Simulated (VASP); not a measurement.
Here is a VASP 6.6.1 calculation.

Contents of POSCAR:

```
SrO
1.0
    0.0000000000      2.5139118308      2.5139118308
    2.5139118308      0.0000000000      2.5139118308
    2.5139118308      2.5139118308      0.0000000000
Sr O
1 1
Direct
    0.5000000000      0.5000000000      0.5000000000
    0.0000000000      0.0000000000      0.0000000000
```

The input INCAR.step1:

```
SYSTEM = SrO
PREC = Accurate ; ENCUT = 520
ISMEAR = -1 ; SIGMA = 0.05
LREAL = .False. ; LASPH = .True.
NELM = 100 ; NBANDS = 15
GGA = PE ; ALGO = Normal
EDIFF = 1E-4 ; LWAVE = .True.
LCHARG = .False.
```

The input INCAR.step2:

```
SYSTEM = SrO
PREC = Accurate ; ENCUT = 520
EDIFF = 1E-6 ; ISMEAR = -1
SIGMA = 0.05 ; LREAL = .False.
LASPH = .True. ; NELM = 100
ALGO = Normal ; ISIF = 2
LWAVE = .False. ; LCHARG = .False.
METAGGA = R2SCAN ; LMIXTAU = .True.
NBANDS = 15 ; ISTART = 1
```

File KPOINTS:

```
Automatic mesh
0
Gamma
  9 9 9
  0 0 0
```

Potentials or basis: VASP PAW PBE potentials, release 64 (Sr_sv, O).

Run with:

```sh
$ cat potpaw_PBE.64/Sr_sv/POTCAR potpaw_PBE.64/O/POTCAR > POTCAR
$ cp INCAR.step1 INCAR
$ mpirun -np 1 vasp_std > vasp.out
$ cp INCAR.step2 INCAR
$ mpirun -np 1 vasp_std > vasp.out
```

**Question.** Predict the band gap on the k mesh.

**Answer.** 3.76 eV, indirect (least direct gap 3.80 eV).

**Question.** What does it give for the pressure?

**Answer.** 9.4 GPa.

Caveat: the PAW data sets were made with another functional, which shifts forces and pressure a little. r2SCAN opens gaps a little over a GGA but as a rule still falls short of measured ones.
